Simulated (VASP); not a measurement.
# Al16Au in VASP: single point with PBE+D3(BJ)

Aim: the single point of Al16Au with PBE+D3(BJ).

Everything below comes from runs of VASP 6.6.1. Logs are shortened: lines on timing, memory, paths and dates and some standing lists are left out, and cuts for length are marked.

## Step 1: The cell of the first run

The cell holds a slab with vacuum, 17 atoms: a = 5.632 Å, b = 7.965 Å, c = 21.229 Å, α = 90.00°, β = 90.00°, γ = 90.00°.

## Step 2: Single point, PBE+D3(BJ)

Contents of INCAR:

```
SYSTEM = Al16Au
PREC     = Accurate       ! precision mode
ENCUT    = 520            ! plane-wave cutoff, eV
EDIFF    = 1E-6           ! SCF threshold, eV
ISMEAR   = 0              ! smearing method
SIGMA    = 0.1            ! smearing width, eV
LREAL    = Auto         
LASPH    = .True.         ! aspherical terms in the spheres
NELM     = 80             ! most SCF steps
ALGO     = Normal         ! electronic algorithm
ISIF     = 2              ! what is computed and relaxed
LWAVE    = .False.        ! write WAVECAR
LCHARG   = .False.        ! write CHGCAR
LDIPOL   = .True.       
IDIPOL   = 3            
DIPOL    = 0.5 0.5 0.303
GGA      = PE             ! functional
IVDW     = 12             ! dispersion correction
NBANDS   = 44             ! bands
```

Contents of KPOINTS:

```
Automatic mesh
0
Gamma
  5 4 1
  0 0 0
```

Contents of POSCAR:

```
Al16Au
1.0
    5.6324246412      0.0000000000      0.0000000000
    0.0000000000      7.9654513166      0.0000000000
    0.0000000000      0.0000000000     21.2293510975
Al Au
16 1
Direct
    0.2500000000      0.2500000000      0.1884183827
    0.2500000000      0.7500000000      0.1884183827
    0.7500000000      0.2500000000      0.1884183827
    0.7500000000      0.7500000000      0.1884183827
    0.0000000000      0.0000000000      0.2547466541
    0.0000000000      0.5000000000      0.2547466541
    0.5000000000      0.0000000000      0.2547466541
    0.5000000000      0.5000000000      0.2547466541
    0.2500000000      0.2500000000      0.3240951258
    0.2500000000      0.7500000000      0.3240951258
    0.7500000000      0.2500000000      0.3240951258
    0.7500000000      0.7500000000      0.3240951258
    0.0000000000      0.0000000000      0.3876402562
    0.0000000000      0.5000000000      0.3876402562
    0.5000000000      0.0000000000      0.3876402562
    0.5000000000      0.5000000000      0.3876402562
    0.0833333333      0.1875000000      0.5289540432
```

Potentials or basis: VASP PAW PBE potentials, release 64 (Al, Au).

The run is started by

```
$ cat potpaw_PBE.64/Al/POTCAR potpaw_PBE.64/Au/POTCAR > POTCAR
$ mpirun -np 1 vasp_std > vasp.out
```

OUTCAR:

```text
SYSTEM = Al16Au
   PREC = Accurate
   ENCUT = 520
   EDIFF = 1E-6
   ISMEAR = 0
   LREAL = Auto
   LASPH = .True.
   NELM = 80
   ISIF = 2
   GGA = PE
   IVDW = 12
 IVDW          = 12

 ion  position               nearest neighbor table
   1  0.250  0.250  0.188-   3 2.82   3 2.82   6 2.82   7 2.82   8 2.82   5 2.82   9 2.88
   2  0.250  0.750  0.188-   4 2.82   4 2.82   6 2.82   7 2.82   8 2.82   5 2.82  10 2.88
   3  0.750  0.250  0.188-   1 2.82   1 2.82   6 2.82   7 2.82   8 2.82   5 2.82  11 2.88
   4  0.750  0.750  0.188-   2 2.82   2 2.82   6 2.82   7 2.82   8 2.82   5 2.82  12 2.88
   5  0.000  0.000  0.255-   7 2.82   7 2.82   3 2.82   4 2.82   1 2.82   2 2.82  13 2.82  11 2.85
                            12 2.85   9 2.85  10 2.85
   6  0.000  0.500  0.255-   8 2.82   8 2.82   3 2.82   4 2.82   1 2.82   2 2.82  14 2.82  11 2.85
                            12 2.85   9 2.85  10 2.85
   7  0.500  0.000  0.255-   5 2.82   5 2.82   3 2.82   4 2.82   1 2.82   2 2.82  15 2.82  11 2.85
                            12 2.85   9 2.85  10 2.85
   8  0.500  0.500  0.255-   6 2.82   6 2.82   3 2.82   4 2.82   1 2.82   2 2.82  16 2.82  11 2.85
                            12 2.85   9 2.85  10 2.85
   9  0.250  0.250  0.324-  13 2.79  14 2.79  15 2.79  16 2.79  11 2.82  11 2.82   7 2.85   8 2.85
                             5 2.85   6 2.85   1 2.88
  10  0.250  0.750  0.324-  13 2.79  14 2.79  15 2.79  16 2.79  12 2.82  12 2.82   7 2.85   8 2.85
                             5 2.85   6 2.85   2 2.88
  11  0.750  0.250  0.324-  13 2.79  14 2.79  15 2.79  16 2.79   9 2.82   9 2.82   7 2.85   8 2.85
[... 5 lines left out ...]
  14  0.000  0.500  0.388-   9 2.79  10 2.79  11 2.79  12 2.79  16 2.82  16 2.82   6 2.82
  15  0.500  0.000  0.388-   9 2.79  10 2.79  11 2.79  12 2.79  13 2.82  13 2.82   7 2.82
  16  0.500  0.500  0.388-   9 2.79  10 2.79  11 2.79  12 2.79  14 2.82  14 2.82   8 2.82
  17  0.083  0.188  0.529-  13 3.38

  LATTYP: Found a simple orthorhombic cell.
 ALAT       =     5.6324246412
 B/A-ratio  =     1.4142135624
 C/A-ratio  =     3.7691318482

  Lattice vectors:

 A1 = (   5.6324246412,   0.0000000000,   0.0000000000)
 A2 = (   0.0000000000,   7.9654513166,   0.0000000000)
 A3 = (   0.0000000000,   0.0000000000,  21.2293510975)

Analysis of symmetry for initial positions (statically):
=====================================================================
 Subroutine PRICEL returns:
 Original cell was already a primitive cell.

 Routine SETGRP: Setting up the symmetry group for a
 simple orthorhombic supercell.

 Subroutine GETGRP returns: Found  1 space group operations
 (whereof  1 operations were pure point group operations)
 out of a pool of  8 trial point group operations.

The static configuration has the point symmetry C_1 .

[... 144 lines left out ...]
   EFERMI_NEDOS =   21; number of points for ismear=-14 and -15
   IALGO  =     38    algorithm
   IMIX   =      4    mixing-type and parameters
     AMIX     =   0.40;   BMIX     =  1.00
     AMIX_MAG =   1.60;   BMIX_MAG =  1.00
  volume/ion in A,a.u.               =      56.03       378.09
  Fermi-wavevector in a.u.,A,eV,Ry     =   0.647756  1.224081  5.708836  0.419588
  Thomas-Fermi vector in A             =   1.716167
   LORBIT       =      0    0 simple, 1 ext, 2 COOP (PROOUT), +10 PAW based schemes
   GGA     = PE    functional components
   LHFCALC =     F    Hartree Fock is set to
   AEXX    =    0.0000 exact exchange contribution
   IVDW    =    12    specifies the selected vdW correction
   LEPSILON=     F    determine dielectric tensor
   LRPA    =     F    only Hartree local field effects (RPA)
 non-spin polarized calculation
 Gauss-broadening in eV      SIGMA  =   0.10
  energy-cutoff  :      520.00
  volume of cell :      952.45
 maximum number of plane-waves:     25710
 NGX is ok and might be reduce to    42
   NGX = 21   NGY = 29   NGZ = 79

 dipolmoment           0.000000      0.000000     -0.034907 electrons x Angstroem

 number of electron      59.0000000 magnetization

 dipolmoment           0.000000      0.000000      0.323501 electrons x Angstroem

 Free energy of the ion-electron system (eV)
  ---------------------------------------------------
  ext. energy  EPLUGINS =         0.00000000
  ---------------------------------------------------
  free energy    TOTEN  =       -56.17596243 eV

  energy without entropy =      -56.12396809  energy(sigma->0) =      -56.14996526

 E-fermi :  -0.8787     XC(G=0):  -4.1811

 val. band max:       -0.8903366854   @ k =   0.0000   0.2500   0.0000
 cond. band min:      -0.8570747575   @ k =   0.0000   0.2500   0.0000
 fundamental gap:      0.0332619279
 Fermi energy:        -0.8787462934

 k-point     1 :       0.0000    0.0000    0.0000
  band No.  band energies     occupation
      1     -11.3156      2.00000
      2      -9.0607      2.00000
      3      -9.0116      2.00000
      4      -8.8624      2.00000
      5      -6.7754      2.00000
      6      -6.7426      2.00000
[... 473 lines left out ...]
     40       1.7611      0.00000
     41       1.7782      0.00000
 [bands above 41 left out]

------------------------ aborting loop because EDIFF is reached ----------------------------------------

 vacuum level on the upper side and lower side of the slab       (xc-potential included)         0.473        -0.774

 Edisp (eV)   -3.58542

 E8    (eV) :    -1.6791

  FORCE on cell =-STRESS in cart. coord.  units (eV):
  Direction    XX          YY          ZZ          XY          YZ          ZX
  --------------------------------------------------------------------------------------
  -------------------------------------------------------------------------------------
  Total     -13.13430    -4.35854    -5.04775    -0.04719    -0.57178    -0.33674
  in kB     -22.09404    -7.33177    -8.49113    -0.07938    -0.96183    -0.56645
  external pressure =      -12.64 kB  Pullay stress =        0.00 kB

 VOLUME and BASIS-vectors are now :
 -----------------------------------------------------------------------------
  energy-cutoff  :      520.00
  volume of cell :      952.45
      direct lattice vectors                 reciprocal lattice vectors
     5.632424641  0.000000000  0.000000000     0.177543432  0.000000000  0.000000000
     0.000000000  7.965451317  0.000000000     0.000000000  0.125542165  0.000000000
     0.000000000  0.000000000 21.229351098     0.000000000  0.000000000  0.047104596

 POSITION                                       TOTAL-FORCE (eV/Angst)
 -----------------------------------------------------------------------------------
      1.40811      1.99136      4.00000        -0.026731     -0.006499      0.161030
      1.40811      5.97409      4.00000         0.059342     -0.009294      0.122137
      4.22432      1.99136      4.00000         0.031139     -0.001455      0.157107
      4.22432      5.97409      4.00000        -0.057990     -0.012777      0.107729
      0.00000      0.00000      5.40811        -0.043934     -0.000247     -0.154366
      0.00000      3.98273      5.40811        -0.023566      0.005839     -0.113448
[... 9 lines left out ...]
      2.81621      3.98273      8.22935        -0.011066     -0.005143      0.034140
      0.46937      1.49352     11.22935        -0.092310     -0.222429     -1.359170
 -----------------------------------------------------------------------------------
    total drift:                                0.000006     -0.004178     -0.003046

  FREE ENERGIE OF THE ION-ELECTRON SYSTEM (eV)
  ---------------------------------------------------
  free  energy   TOTEN  =       -59.7613864539 eV

  energy  without entropy=      -59.7093921111  energy(sigma->0) =      -59.73538928

 vacuum level on the upper side and lower side of the slab         4.400         3.121
```

It took 17 min on 1 thread of AMD EPYC 7R43 (Zen 3), shared host; peak memory 0.87 GiB.

What came out:

```
Free energy                : -59.7614 eV
Largest force              : 1.380 eV/Å
Band gap on the k mesh     : zero (an odd number of electrons rules out a gap without spin polarisation)
Dispersion energy per atom : -0.211 eV
```

Forces in eV/Å, atoms in the order of the input:
```
Al  -0.027 -0.006  0.161
Al   0.059 -0.009  0.122
Al   0.031 -0.001  0.157
Al  -0.058 -0.013  0.108
Al  -0.044  0.000 -0.154
Al  -0.024  0.006 -0.113
Al   0.051 -0.056 -0.085
Al   0.021  0.051 -0.073
Al   0.032 -0.007 -0.082
Al   0.058  0.039  0.010
Al  -0.020 -0.024 -0.060
Al  -0.050  0.029 -0.056
Al   0.058  0.433  0.963
Al   0.024 -0.226  0.340
Al  -0.008  0.013  0.088
Al  -0.011 -0.005  0.034
Au  -0.092 -0.222 -1.359
```

Caveat: spin-orbit coupling is left out, which moves the levels of the heavy elements.
